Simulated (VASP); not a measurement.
Crystal: YbB2Ru3.

```xyz
6
Lattice="5.4540 0.0000 0.0000 -2.7270 4.7233 0.0000 0.0000 0.0000 3.0030" Properties=species:S:1:pos:R:3 pbc="T T T"
Yb    0.0000    0.0000    0.0000
B     0.0000    3.1489    0.0000
B     2.7270    1.5744    0.0000
Ru    2.7270    0.0000    1.5015
Ru    1.3635    2.3617    1.5015
Ru   -1.3635    2.3617    1.5015
```

```yaml
Program: VASP 6.6.1
Task: relaxation of cell and atoms
Functional: PBEsol
Potentials_or_basis: VASP PAW PBE potentials, release 64 (Yb, B, Ru_pv)
Cutoff: 600 eV
k_mesh: 5 × 5 × 7
Occupations: methfessel-paxton, width 0.1 eV
Spin: no spin polarisation
```

At the start: pressure -1.8 GPa; volume 12.89 Å³/atom.

Problem. Where does the relaxation end?

Solution. Over 7 steps the energy falls by 3.0 meV/atom and the volume is 12.75 Å³/atom (-1.1 %); space group P6/mmm (No. 191, to 0.1 Å) before and after.

The path:
```tsv
step	energy change (eV)	largest force (eV/Å)	pressure (GPa)	volume (Å³)
1	0.0000	0.0000	-1.85	77.36
2	-0.0124	0.0000	1.65	75.70
3	-0.0164	0.0000	0.78	76.16
4	-0.0165	0.0000	0.45	76.22
5	-0.0164	0.0000	0.22	76.19
6	-0.0181	0.0000	0.26	76.45
7	-0.0181	0.0000	-0.03	76.52
```

Final structure:
```xyz
6
Lattice="5.4635 0.0000 0.0000 -2.7317 4.7315 0.0000 0.0000 0.0000 2.9599" Properties=species:S:1:pos:R:3 pbc="T T T"
Yb    0.0000    0.0000    0.0000
B     0.0000    3.1543    0.0000
B     2.7317    1.5772    0.0000
Ru    2.7317    0.0000    1.4800
Ru    1.3659    2.3658    1.4800
Ru   -1.3659    2.3658    1.4800
```

Caveat: the PAW data sets were made with another functional, which shifts forces and pressure a little.
